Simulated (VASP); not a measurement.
# YN (R-3m) in VASP: relaxation of the atoms with PBEsol

Aim: the relaxation of the atoms of YN with PBEsol.

All numbers are computed with VASP 6.6.1; they aren't measurements. Logs are shortened: lines on timing, memory, paths and dates and some standing lists are left out, and cuts for length are marked.

## 1. The cell of the first run

The structure is trigonal, space group R-3m (No. 166). The conventional cell has a = 3.428 Å, b = 3.428 Å, c = 8.580 Å, α = 90.00°, β = 90.00°, γ = 120.00°. Within 3.2 Å of Y (site symmetry -3m) lie 6 N at 2.44 Å. Within 3.2 Å of N (site symmetry -3m) lie 6 Y at 2.44 Å.

## 2. Relaxation of the atoms, PBEsol (strained cell)

Contents of INCAR:

```
PREC = Accurate
ENCUT = 520
EDIFF = 1E-7
ISMEAR = 0
SIGMA = 0.01
LREAL = F
LASPH = T
NELM = 120
ALGO = Normal
ISIF = 2
LWAVE = F
LCHARG = F
GGA = PS
IBRION = 2
NSW = 60
EDIFFG = -0.002
GGA_COMPAT = F
NELMIN = 4
```

Contents of KPOINTS:

```
Automatic mesh
0
Gamma
  12 12 12
```

Contents of POSCAR:

```
YN
1.0
    0.0353800962      2.4592121291      2.4592121291
    2.4592121291      0.0353800962      2.4592121291
    2.4592121291      2.4592121291      0.0353800962
Y N
1 1
Direct
    0.0000000000      0.0000000000      0.0000000000
    0.5000000000      0.5000000000      0.5000000000
```

Potentials or basis: VASP PAW PBE potentials, release 64 (Y_sv, N).

On the command line:

```console
$ cat potpaw_PBE.64/Y_sv/POTCAR potpaw_PBE.64/N/POTCAR > POTCAR
$ mpirun -np 1 vasp_std > vasp.out
```

OUTCAR:

```text
PREC = Accurate
   ENCUT = 520
   EDIFF = 1E-7
   ISMEAR = 0
   LREAL = F
   LASPH = T
   NELM = 120
   ISIF = 2
   GGA = PS
   IBRION = 2
   NSW = 60
   EDIFFG = -0.002
   NELMIN = 4

 ion  position               nearest neighbor table
   1  0.000  0.000  0.000-   2 2.44   2 2.44   2 2.44   2 2.44   2 2.44   2 2.44
   2  0.500  0.500  0.500-   1 2.44   1 2.44   1 2.44   1 2.44   1 2.44   1 2.44

  LATTYP: Found a trigonal (rhomboedric) cell.
 ALAT       =     3.4780311015
 COS(alpha) =     0.5143335325

  Lattice vectors:

 A1 = (   0.0353800962,   2.4592121291,   2.4592121291)
 A2 = (   2.4592121291,   0.0353800962,   2.4592121291)
 A3 = (   2.4592121291,   2.4592121291,   0.0353800962)

Analysis of symmetry for initial positions (statically):
=====================================================================
 Subroutine PRICEL returns:
 Original cell was already a primitive cell.

 Routine SETGRP: Setting up the symmetry group for a
 trigonal (rhombohedral) supercell.

 Subroutine GETGRP returns: Found 12 space group operations
 (whereof 12 operations were pure point group operations)
 out of a pool of 12 trial point group operations.

The static configuration has the point symmetry D_3d.

Analysis of symmetry for dynamics (positions and initial velocities):
=====================================================================
 Subroutine PRICEL returns:
 Original cell was already a primitive cell.

 Routine SETGRP: Setting up the symmetry group for a
 trigonal (rhombohedral) supercell.

 Subroutine GETGRP returns: Found 12 space group operations
 (whereof 12 operations were pure point group operations)
 out of a pool of 12 trial point group operations.

The dynamic configuration has the point symmetry D_3d.

 Subroutine INISYM returns: Found 12 space group operations
 (whereof 12 operations are pure point group operations),
 and found     1 'primitive' translations

----------------------------------------------------------------------------------------

                                     Primitive cell

  volume of cell :      29.1034

  direct lattice vectors                    reciprocal lattice vectors
     0.035380096  2.459212129  2.459212129    -0.207758209  0.204811633  0.204811633
     2.459212129  0.035380096  2.459212129     0.204811633 -0.207758209  0.204811633
     2.459212129  2.459212129  0.035380096     0.204811633  0.204811633 -0.207758209

  length of vectors
     3.478031102  3.478031102  3.478031102     0.356453480  0.356453480  0.356453480

  position of ions in fractional coordinates (direct lattice)
     0.000000000  0.000000000  0.000000000
     0.500000000  0.500000000  0.500000000

  ion indices of the primitive-cell ions
   primitive index   ion index
                 1           1
                 2           2

----------------------------------------------------------------------------------------

 KPOINTS: Automatic mesh

Automatic generation of k-mesh.
 Grid dimensions read from file:
 generate k-points for:   12   12   12

 Generating k-lattice:

  Cartesian coordinates                     Fractional coordinates (reciprocal lattice)
    -0.017313184  0.017067636  0.017067636     0.083333333  0.000000000 -0.000000000
     0.017067636 -0.017313184  0.017067636     0.000000000  0.083333333 -0.000000000
     0.017067636  0.017067636 -0.017313184     0.000000000  0.000000000  0.083333333

  Length of vectors
     0.029704457  0.029704457  0.029704457

  Shift w.r.t. Gamma in fractional coordinates (k-lattice)
     0.000000000  0.000000000  0.000000000

 Subroutine IBZKPT returns following result:
 ===========================================

 Found    189 irreducible k-points:

 Following reciprocal coordinates:
            Coordinates               Weight
  0.000000  0.000000  0.000000      1.000000
  0.083333  0.000000  0.000000      6.000000
  0.166667 -0.000000 -0.000000      6.000000
  0.250000  0.000000 -0.000000      6.000000
  0.333333 -0.000000 -0.000000      6.000000
  0.416667 -0.000000 -0.000000      6.000000
[... 16 lines left out ...]
  0.500000  0.166667 -0.000000     12.000000
 -0.416667  0.166667  0.000000     12.000000
 [... further k-points ...]
   k-points           NKPTS =    189   k-points in BZ     NKDIM =    189   number of bands    NBANDS=     12
   number of dos      NEDOS =    301   number of ions     NIONS =      2
   total plane-waves  NPLWV =  21952
   dimension x,y,z NGX =    28 NGY =   28 NGZ =   28
   dimension x,y,z NGXF=    56 NGYF=   56 NGZF=   56
   ions per type =               1   1
   NGX,Y,Z   is equivalent  to a cutoff of  13.38, 13.38, 13.38 a.u.
   NGXF,Y,Z  is equivalent  to a cutoff of  26.77, 26.77, 26.77 a.u.
 SYSTEM =  unknown system
   PREC   = accura    normal or accurate (medium, high low for compatibility)
   ISTART =      0    job   : 0-new  1-cont  2-samecut
   ICHARG =      2    charge: 1-file 2-atom 10-const
   ISPIN  =      1    spin polarized calculation?
   LNONCOLLINEAR =      F non collinear calculations
   LSORBIT =      F    spin-orbit coupling
   LASPH  =      T    aspherical Exc in radial PAW
   ENCUT  =  520.0 eV  38.22 Ry    6.18 a.u.   6.47  6.47  6.47*2*pi/ulx,y,z
   NELM   =    120;   NELMIN=  4; NELMDL= -5     # of ELM steps
   EDIFF  = 0.1E-06   stopping-criterion for ELM
   LREAL  =      F    real-space projection
   EDIFFG = -.2E-02   stopping-criterion for IOM
   NSW    =     60    number of steps for IOM
   IBRION =      2    ionic relax: 0-MD 1-quasi-New 2-CG
   NFREE  =      1    steps in history (QN), initial steepest desc. (CG)
   ISIF   =      2    stress and relaxation
   ISYM   =      2    0-nonsym 1-usesym 2-fastsym
   POTIM  = 0.5000    time-step for ionic-motion
   TEBEG  =    0.0;   TEEND  =   0.0 temperature during run
   PSTRESS=    0.0 pullay stress
   NELECT =      16.0000    total number of electrons
   NUPDOWN=      -1.0000    fix difference up-down
   EMIN   =  10.00;   EMAX   =-10.00  energy-range for DOS
   EFERMI =   0.00;   METHOD = LEGACY
   ISMEAR =     0;   SIGMA  =   0.01  broadening in eV -4-tet -1-fermi 0-gaus
   EFERMI_NEDOS =   21; number of points for ismear=-14 and -15
   IALGO  =     38    algorithm
   IMIX   =      4    mixing-type and parameters
     AMIX     =   0.40;   BMIX     =  1.00
     AMIX_MAG =   1.60;   BMIX_MAG =  1.00
  volume/ion in A,a.u.               =      14.55        98.20
  Fermi-wavevector in a.u.,A,eV,Ry     =   1.341118  2.534345 24.471390  1.798596
  Thomas-Fermi vector in A             =   2.469377
   LORBIT       =      0    0 simple, 1 ext, 2 COOP (PROOUT), +10 PAW based schemes
   GGA     = PS    functional components
   LHFCALC =     F    Hartree Fock is set to
   AEXX    =    0.0000 exact exchange contribution
   IVDW    =     0    specifies the selected vdW correction
   LEPSILON=     F    determine dielectric tensor
   LRPA    =     F    only Hartree local field effects (RPA)
 conjugate gradient relaxation of ions
 non-spin polarized calculation
 Gauss-broadening in eV      SIGMA  =   0.01
  energy-cutoff  :      520.00
  volume of cell :       29.10
 maximum number of plane-waves:       799
 NGX is ok and might be reduce to    28
   NGX = 13   NGY = 13   NGZ = 13

 number of electron      16.0000001 magnetization

 Free energy of the ion-electron system (eV)
  ---------------------------------------------------
  ext. energy  EPLUGINS =         0.00000000
  ---------------------------------------------------
  free energy    TOTEN  =       -19.11967582 eV

  energy without entropy =      -19.11967582  energy(sigma->0) =      -19.11967582

 E-fermi :   4.0957     XC(G=0): -11.4645

 val. band max:        4.0627075108   @ k =   0.0000   0.0000   0.0000
 cond. band min:       4.1292590506   @ k =   0.5000   0.5000  -0.0000
 fundamental gap:      0.0665515397
 Fermi energy:         4.0956900050

 k-point     1 :       0.0000    0.0000    0.0000
  band No.  band energies     occupation
      1     -36.6495      2.00000
      2     -16.3234      2.00000
      3     -16.3086      2.00000
      4     -16.3086      2.00000
      5      -8.8464      2.00000
      6       3.9673      2.00000
      7       4.0627      2.00000
      8       4.0627      2.00000
      9       6.9253      0.00000
     10       7.2151      0.00000
     11       7.2151      0.00000
     12       8.1589      0.00000

 k-point     2 :       0.0833    0.0000    0.0000
  band No.  band energies     occupation
      1     -36.6410      2.00000
      2     -16.4023      2.00000
      3     -16.3271      2.00000
      4     -16.3155      2.00000
      5      -8.7191      2.00000
      6       3.5856      2.00000
      7       3.7240      2.00000
      8       3.8171      2.00000
      9       7.0832      0.00000
     10       7.2741      0.00000
     11       7.3885      0.00000
     12       8.5876      0.00000

 k-point     3 :       0.1667   -0.0000   -0.0000
  band No.  band energies     occupation
      1     -36.6179      2.00000
      2     -16.6413      2.00000
      3     -16.3420      2.00000
      4     -16.3343      2.00000
      5      -8.3789      2.00000
      6       2.6114      2.00000
      7       3.1506      2.00000
      8       3.2698      2.00000
      9       7.3157      0.00000
     10       7.6378      0.00000
     11       7.8687      0.00000
     12       9.5562      0.00000

 k-point     4 :       0.2500    0.0000   -0.0000
  band No.  band energies     occupation
      1     -36.5861      2.00000
      2     -16.9438      2.00000
      3     -16.3618      2.00000
      4     -16.3596      2.00000
      5      -7.9261      2.00000
      6       1.5743      2.00000
      7       2.5480      2.00000
      8       2.6875      2.00000
      9       7.6427      0.00000
     10       8.3434      0.00000
     11       8.5928      0.00000
     12      10.5858      0.00000

 k-point     5 :       0.3333   -0.0000   -0.0000
  band No.  band energies     occupation
      1     -36.5540      2.00000
      2     -17.2241      2.00000
      3     -16.3848      2.00000
      4     -16.3814      2.00000
      5      -7.4764      2.00000
      6       0.6926      2.00000
      7       2.0582      2.00000
      8       2.2128      2.00000
      9       8.2392      0.00000
     10       9.1975      0.00000
     11       9.4603      0.00000
     12      11.2504      0.00000
[... 228 lines left out ...]
      1     -36.5562      2.00000
      2     -17.0246      2.00000
      3     -16.4707      2.00000
      4     -16.4592      2.00000
      5      -7.8255      2.00000
      6       1.1563      2.00000
      7       2.6440      2.00000
      8       2.9227      2.00000
      9       6.3217      0.00000
     10       9.8196      0.00000
     11      10.0181      0.00000
     12      10.4313      0.00000

 k-point    22 :       0.4167    0.1667   -0.0000
  band No.  band energies     occupation
      1     -36.5297      2.00000
      2     -17.2195      2.00000
      3     -16.5123      2.00000
      4     -16.4785      2.00000
      5      -7.5634      2.00000
      6       0.8440      2.00000
      7       2.1568      2.00000
      8       2.4679      2.00000
      9       7.0055      0.00000
     10      10.2088      0.00000
     11      10.6471      0.00000
     12      11.3631      0.00000

 k-point    23 :       0.5000    0.1667   -0.0000
  band No.  band energies     occupation
      1     -36.5127      2.00000
      2     -17.3381      2.00000
      3     -16.5638      2.00000
      4     -16.4686      2.00000
      5      -7.3755      2.00000
      6       0.5717      2.00000
      7       1.9741      2.00000
      8       2.1162      2.00000
      9       7.9545      0.00000
     10       9.9814      0.00000
     11      10.7418      0.00000
     12      12.1186      0.00000

 k-point    24 :      -0.4167    0.1667    0.0000
  band No.  band energies     occupation
      1     -36.5100      2.00000
      2     -17.3576      2.00000
      3     -16.5991      2.00000
      4     -16.4415      2.00000
      5      -7.3054      2.00000
      6       0.4359      2.00000
      7       1.8778      2.00000
      8       2.0914      2.00000
      9       8.9706      0.00000
     10       9.3315      0.00000
     11      10.2611      0.00000
     12      12.1730      0.00000

 [... further k-points ...]

------------------------ aborting loop because EDIFF is reached ----------------------------------------

  FORCE on cell =-STRESS in cart. coord.  units (eV):
  Direction    XX          YY          ZZ          XY          YZ          ZX
  --------------------------------------------------------------------------------------
  -------------------------------------------------------------------------------------
  Total       -0.5172298     -0.5172298     -0.5172298     -0.3397560     -0.3397560     -0.3397560
  in kB      -28.4741164    -28.4741164    -28.4741164    -18.7039732    -18.7039732    -18.7039732
  external PRESSURE =     -28.4741164 kB  Pullay stress =       0.0000000 kB

 VOLUME and BASIS-vectors are now :
 -----------------------------------------------------------------------------
  energy-cutoff  :      520.00
  volume of cell :       29.10
      direct lattice vectors                 reciprocal lattice vectors
     0.035380096  2.459212129  2.459212129    -0.207758209  0.204811633  0.204811633
     2.459212129  0.035380096  2.459212129     0.204811633 -0.207758209  0.204811633
     2.459212129  2.459212129  0.035380096     0.204811633  0.204811633 -0.207758209

 POSITION                                       TOTAL-FORCE (eV/Angst)
 -----------------------------------------------------------------------------------
      0.00000      0.00000      0.00000         0.000000     -0.000000      0.000000
      2.47690      2.47690      2.47690        -0.000000      0.000000     -0.000000
 -----------------------------------------------------------------------------------
    total drift:                                0.000000      0.000000      0.000000

  FREE ENERGIE OF THE ION-ELECTRON SYSTEM (eV)
  ---------------------------------------------------
  free  energy   TOTEN  =       -19.1196758203 eV

  energy  without entropy=      -19.1196758201  energy(sigma->0) =      -19.11967582

 reached required accuracy - stopping structural energy minimisation
```

Run time: 2.4 min. Hardware: 1 thread of Intel Xeon 8259CL, shared host; peak memory 0.24 GiB.

What came out:

| Item | Value |
| --- | --- |
| Free energy | -19.1197 eV |
| Pressure after relaxing | -2.8 GPa |
| Band gap on the k mesh | 0.07 eV (least direct gap 0.45 eV) |

Stress tensor (GPa, compression positive):
```
-2.85 -1.87 -1.87
-1.87 -2.85 -1.87
-1.87 -1.87 -2.85
```

Final structure:
```xyz
2
Lattice="0.0354 2.4592 2.4592 2.4592 0.0354 2.4592 2.4592 2.4592 0.0354" Properties=species:S:1:pos:R:3 pbc="T T T"
Y     0.0000    0.0000    0.0000
N     2.4769    2.4769    2.4769
```

Caveat: the cell differs from its parent crystal (strained cell); the relaxation stopped at its first step, so nothing moved; the PAW data sets were made with another functional, which shifts forces and pressure a little. A k mesh can miss the band edges.
